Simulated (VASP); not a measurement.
# Hf (P-1) in VASP: further runs, part 2 of 3

VASP 6.6.1. The steps go on from the part before.

## (4) Single point, PBEsol

The input, INCAR:

```
PREC = Accurate
ENCUT = 520
EDIFF = 1E-6
ISMEAR = 0
SIGMA = 0.005
LREAL = False
LASPH = True
NELM = 60
ALGO = Normal
ISIF = 2
LWAVE = False
LCHARG = True
GGA = PS
LELF = True
LVHAR = True
NBANDS = 11
```

The input, KPOINTS:

```
Automatic mesh
0
Gamma
  7 7 8
```

The input, POSCAR:

```
Hf
1.0
   -1.7353850000      1.7880950000      1.8403380000
    1.7684040000     -1.7610630000      1.8463250000
    1.7817980000      1.8074760000     -1.8133060000
Hf
1
Direct
   -0.0165250000     -0.0068030000     -0.0104090000
```

Potentials or basis: VASP PAW PBE potentials, release 64 (Hf_pv).

Command:

```console
cat potpaw_PBE.64/Hf_pv/POTCAR > POTCAR
mpirun -np 1 vasp_std > vasp.out
```

OUTCAR:

```text
PREC = Accurate
   ENCUT = 520
   EDIFF = 1E-6
   ISMEAR = 0
   LREAL = False
   LASPH = True
   NELM = 60
   ISIF = 2
   GGA = PS

 ion  position               nearest neighbor table
   1  0.983  0.993  0.990-

  LATTYP: Found a triclinic cell.
 ALAT       =     3.1888002125
 B/A-ratio  =     1.6052793777
 C/A-ratio  =     0.9735430184
 COS(alpha) =     0.0036106938
 COS(beta)  =     0.3472396574
 COS(gamma) =     0.8160743891

  Lattice vectors:

 A1 = (  -1.8148170000,  -1.8345080000,  -1.8733570000)
 A2 = (  -3.5966150000,  -3.6419840000,  -0.0600510000)
 A3 = (  -1.7684040000,   1.7610630000,  -1.8463250000)

Analysis of symmetry for initial positions (statically):
=====================================================================
 Subroutine PRICEL returns:
 Original cell was already a primitive cell.

 Routine SETGRP: Setting up the symmetry group for a
 triclinic supercell.

 Subroutine GETGRP returns: Found  2 space group operations
 (whereof  1 operations were pure point group operations)
 out of a pool of  2 trial point group operations.

The static configuration has the point symmetry C_1 .
 The point group associated with its full space group is S_2 .

Analysis of symmetry for dynamics (positions and initial velocities):
=====================================================================
 Subroutine PRICEL returns:
 Original cell was already a primitive cell.

 Routine SETGRP: Setting up the symmetry group for a
 triclinic supercell.

 Subroutine GETGRP returns: Found  2 space group operations
 (whereof  1 operations were pure point group operations)
 out of a pool of  2 trial point group operations.

The dynamic configuration has the point symmetry C_1 .
 The point group associated with its full space group is S_2 .

 Subroutine INISYM returns: Found  2 space group operations
 (whereof  1 operations are pure point group operations),
 and found     1 'primitive' translations

[... 109 lines left out ...]
   IALGO  =     38    algorithm
   IMIX   =      4    mixing-type and parameters
     AMIX     =   0.40;   BMIX     =  1.00
     AMIX_MAG =   1.60;   BMIX_MAG =  1.00
  volume/ion in A,a.u.               =      23.52       158.74
  Fermi-wavevector in a.u.,A,eV,Ry     =   1.230961  2.326179 20.616428  1.515265
  Thomas-Fermi vector in A             =   2.365789
   LORBIT       =      0    0 simple, 1 ext, 2 COOP (PROOUT), +10 PAW based schemes
   GGA     = PS    functional components
   LHFCALC =     F    Hartree Fock is set to
   AEXX    =    0.0000 exact exchange contribution
   IVDW    =     0    specifies the selected vdW correction
   LEPSILON=     F    determine dielectric tensor
   LRPA    =     F    only Hartree local field effects (RPA)
 non-spin polarized calculation
 Gauss-broadening in eV      SIGMA  =   0.01
  energy-cutoff  :      520.00
  volume of cell :       23.52
 maximum number of plane-waves:       646
   NGX = 11   NGY = 11   NGZ = 11

 number of electron      10.0000000 magnetization

 Free energy of the ion-electron system (eV)
  ---------------------------------------------------
  ext. energy  EPLUGINS =         0.00000000
  ---------------------------------------------------
  free energy    TOTEN  =       -10.25696787 eV

  energy without entropy =      -10.25694301  energy(sigma->0) =      -10.25695544

 E-fermi :   4.0764     XC(G=0): -11.1653

 val. band max:        4.0746804911   @ k =  -0.2857  -0.1429   0.3750
 cond. band min:       4.0912520826   @ k =   0.4286   0.1429   0.5000
 fundamental gap:      0.0165715915
 Fermi energy:         4.0763691543

 k-point     1 :       0.0000    0.0000    0.0000
  band No.  band energies     occupation
      1     -25.9306      2.00000
      2     -25.8952      2.00000
      3     -25.8862      2.00000
      4      -2.7897      2.00000
      5       5.2443      0.00000
      6       5.5330      0.00000
      7       5.8630      0.00000
      8       7.9686      0.00000
      9       8.4530      0.00000
     10      16.8250      0.00000
     11      17.1167      0.00000
[... 309 lines left out ...]
 k-point    24 :      -0.2857    0.4286   -0.0000
  band No.  band energies     occupation
      1     -26.4859      2.00000
      2     -26.1398      2.00000
      3     -25.9506      2.00000
      4       0.9043      2.00000
      5       3.6843      2.00000
      6       4.2374      0.00000
      7       7.7995      0.00000
      8       8.9377      0.00000
      9       9.9777      0.00000
     10      14.6987      0.00000
     11      16.4323      0.00000

 [... further k-points ...]
[... 5 lines left out ...]
  --------------------------------------------------------------------------------------
  -------------------------------------------------------------------------------------
  Total       -1.4223403     -1.3991823     -1.1527269     -0.3940710     -0.0673200     -0.1441085
  in kB      -96.8773793    -95.3000557    -78.5136707    -26.8406674     -4.5852473     -9.8154124
  external PRESSURE =     -90.2303686 kB  Pullay stress =       0.0000000 kB

 VOLUME and BASIS-vectors are now :
 -----------------------------------------------------------------------------
  energy-cutoff  :      520.00
  volume of cell :       23.52
      direct lattice vectors                 reciprocal lattice vectors
    -1.735385000  1.788095000  1.840338000    -0.006114966  0.276174409  0.269277762
     1.768404000 -1.761063000  1.846325000     0.279247765 -0.005625424  0.268788220
     1.781798000  1.807476000 -1.813306000     0.278126541  0.274563642 -0.004504199

 POSITION                                       TOTAL-FORCE (eV/Angst)
 -----------------------------------------------------------------------------------
      1.81292      1.79813      1.84926         0.000000      0.000000      0.000000
 -----------------------------------------------------------------------------------
    total drift:                                0.000001     -0.000003     -0.000001

  FREE ENERGIE OF THE ION-ELECTRON SYSTEM (eV)
  ---------------------------------------------------
  free  energy   TOTEN  =       -10.2569678675 eV

  energy  without entropy=      -10.2569430102  energy(sigma->0) =      -10.25695544
```

OSZICAR:

```text
N       E                     dE             d eps       ncg     rms          rms(c)
DAV:   1     0.114684690306E+02    0.11468E+02   -0.56780E+03  4350   0.833E+02
DAV:   2    -0.102314763792E+02   -0.21700E+02   -0.20977E+02  5479   0.151E+02
DAV:   3    -0.106750171569E+02   -0.44354E+00   -0.43871E+00  5415   0.147E+01
DAV:   4    -0.106768486504E+02   -0.18315E-02   -0.18312E-02  4920   0.116E+00
DAV:   5    -0.106768602055E+02   -0.11555E-04   -0.11555E-04  5521   0.802E-02    0.443E+01
DAV:   6    -0.103611993246E+02    0.31566E+00   -0.27288E-01  4850   0.367E+00    0.254E+01
DAV:   7    -0.102611172795E+02    0.10008E+00   -0.35097E-01  5024   0.403E+00    0.142E+00
DAV:   8    -0.102571570497E+02    0.39602E-02   -0.16682E-02  4886   0.889E-01    0.318E-01
DAV:   9    -0.102569674160E+02    0.18963E-03   -0.14219E-03  5184   0.279E-01    0.724E-02
DAV:  10    -0.102569685890E+02   -0.11730E-05   -0.45638E-05  4982   0.530E-02    0.239E-02
DAV:  11    -0.102569678675E+02    0.72157E-06   -0.48066E-06  5204   0.158E-02
   1 F= -.10256968E+02 E0= -.10256955E+02  d E =-.248572E-04
```

Wall time 22 s (1 thread of Intel Xeon Platinum 8259CL at 2.50GHz (Skylake/Cascade Lake), shared host); peak memory 0.17 GiB.

What came out:

```yaml
Free_energy: -10.2570 eV
Pressure: -9.0 GPa
Band_gap_on_the_k_mesh: zero (band 5 reaches 5.26 eV, above the bottom of band 6 at 3.58 eV)
```

Stress tensor (GPa, compression positive):
```
-9.69 -2.68 -0.98
-2.68 -9.53 -0.46
-0.98 -0.46 -7.85
```

Caveat: the PAW data sets were made with another functional, which shifts forces and pressure a little; spin-orbit coupling is left out, which moves the levels of the heavy elements.

## (5) Single point, PBE

The input, INCAR:

```
SYSTEM = Hf
ALGO = Normal
EDIFF = 1E-7
ENCUT = 520
GGA = PE
ISIF = 2
ISMEAR = 0
LASPH = .True.
LCHARG = .False.
LREAL = .False.
LWAVE = .False.
NBANDS = 11
NELM = 60
PREC = Accurate
SIGMA = 0.05
```

The input, KPOINTS:

```
k-points
0
Gamma
  7 7 8
  0 0 0
```

POSCAR is that of step 4.

Potentials or basis: VASP PAW PBE potentials, release 64 (Hf_pv).

Command:

```console
cat potpaw_PBE.64/Hf_pv/POTCAR > POTCAR
mpirun -np 1 vasp_std > vasp.out
```

OUTCAR:

```text
SYSTEM = Hf
   EDIFF = 1E-7
   ENCUT = 520
   GGA = PE
   ISIF = 2
   ISMEAR = 0
   LASPH = .True.
   LREAL = .False.
   NELM = 60
   PREC = Accurate

 ion  position               nearest neighbor table
   1  0.983  0.993  0.990-

  LATTYP: Found a triclinic cell.
 ALAT       =     3.1888002125
 B/A-ratio  =     1.6052793777
 C/A-ratio  =     0.9735430184
 COS(alpha) =     0.0036106938
 COS(beta)  =     0.3472396574
 COS(gamma) =     0.8160743891
[... 520 lines left out ...]
      9      10.1357      0.00000
     10      14.8659      0.00000
     11      16.5740      0.00000

 [... further k-points ...]

------------------------ aborting loop because EDIFF is reached ----------------------------------------

  FORCE on cell =-STRESS in cart. coord.  units (eV):
  Direction    XX          YY          ZZ          XY          YZ          ZX
  --------------------------------------------------------------------------------------
  -------------------------------------------------------------------------------------
  Total       -0.7995184     -0.7398133     -0.6234147     -0.3310416     -0.0847003     -0.1322262
  in kB      -54.4561965    -50.3896101    -42.4615542    -22.5476601     -5.7690434     -9.0060907
  external PRESSURE =     -49.1024536 kB  Pullay stress =       0.0000000 kB

 VOLUME and BASIS-vectors are now :
 -----------------------------------------------------------------------------
  energy-cutoff  :      520.00
  volume of cell :       23.52
      direct lattice vectors                 reciprocal lattice vectors
    -1.735385000  1.788095000  1.840338000    -0.006114966  0.276174409  0.269277762
     1.768404000 -1.761063000  1.846325000     0.279247765 -0.005625424  0.268788220
     1.781798000  1.807476000 -1.813306000     0.278126541  0.274563642 -0.004504199

 POSITION                                       TOTAL-FORCE (eV/Angst)
 -----------------------------------------------------------------------------------
      1.81292      1.79813      1.84926         0.000000      0.000000      0.000000
 -----------------------------------------------------------------------------------
    total drift:                                0.000001     -0.000003     -0.000001

  FREE ENERGIE OF THE ION-ELECTRON SYSTEM (eV)
  ---------------------------------------------------
  free  energy   TOTEN  =        -9.7178645295 eV

  energy  without entropy=       -9.7150345525  energy(sigma->0) =       -9.71644954
```

Run time: 24 s. Hardware: 1 thread of Intel Xeon Platinum 8259CL at 2.50GHz (Skylake/Cascade Lake), shared host; peak memory 0.17 GiB.

Results:

```
Free energy            : -9.7179 eV
Pressure               : -4.9 GPa
Band gap on the k mesh : zero (band 5 reaches 5.43 eV, above the bottom of band 6 at 3.74 eV)
```

Caveat: spin-orbit coupling is left out, which moves the levels of the heavy elements.

(Part 2 of 3 ends here.)
